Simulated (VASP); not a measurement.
Write the native input for VASP 6.6.1 that does the following.

```yaml
Task: single point
Functional: r2SCAN
Potentials_or_basis: VASP PAW PBE potentials, release 64 (Ta_pv)
Cutoff: 520 eV
k_mesh: 8 × 8 × 8
Occupations: gaussian, width 0.15 eV
Spin: no spin polarisation
Dipole_correction: no
Further_INCAR_settings: ALGO = Normal; EDIFF = 1e-06; NBANDS = 12
```

Crystal: Ta.

```
CELL_PARAMETERS angstrom
-1.65403 1.65403 1.65403
1.65403 -1.65403 1.65403
1.65403 1.65403 -1.65403
ATOMIC_POSITIONS crystal
Ta 0.00000 0.00000 0.00000
```

One way to write it, as run:

POSCAR

```
Ta
1.0
   -1.6540275591      1.6540275591      1.6540275591
    1.6540275591     -1.6540275591      1.6540275591
    1.6540275591      1.6540275591     -1.6540275591
Ta
1
Direct
    0.0000000000      0.0000000000      0.0000000000
```

INCAR.step1

```
PREC = Accurate
ENCUT = 520
ISMEAR = 0
SIGMA = 0.15
LREAL = False
LASPH = True
NELM = 60
NBANDS = 12
GGA = PE
ALGO = Normal
EDIFF = 1E-4
LWAVE = True
LCHARG = False
```

INCAR.step2

```
PREC = Accurate
ENCUT = 520
EDIFF = 1E-6
ISMEAR = 0
SIGMA = 0.15
LREAL = False
LASPH = True
NELM = 60
ALGO = Normal
ISIF = 2
LWAVE = False
LCHARG = False
METAGGA = R2SCAN
LMIXTAU = True
NBANDS = 12
ISTART = 1
```

KPOINTS

```
Automatic mesh
0
Gamma
  8 8 8
```

Potentials or basis: VASP PAW PBE potentials, release 64 (Ta_pv).

Run with:

```console
$ cat potpaw_PBE.64/Ta_pv/POTCAR > POTCAR
$ cp INCAR.step1 INCAR
$ mpirun -np 1 vasp_std > vasp.out
$ cp INCAR.step2 INCAR
$ mpirun -np 1 vasp_std > vasp.out
```

Results of the run:

```json
{
 "Pressure": "-2.2 GPa"
}
```

Caveat: the PAW data sets were made with another functional, which shifts forces and pressure a little.

Wall time 20 s on 1 thread of Intel(R) Xeon(R) Platinum 8259CL CPU @ 2.50GHz (Skylake/Cascade Lake), on a shared host, peak memory 0.14 GiB.
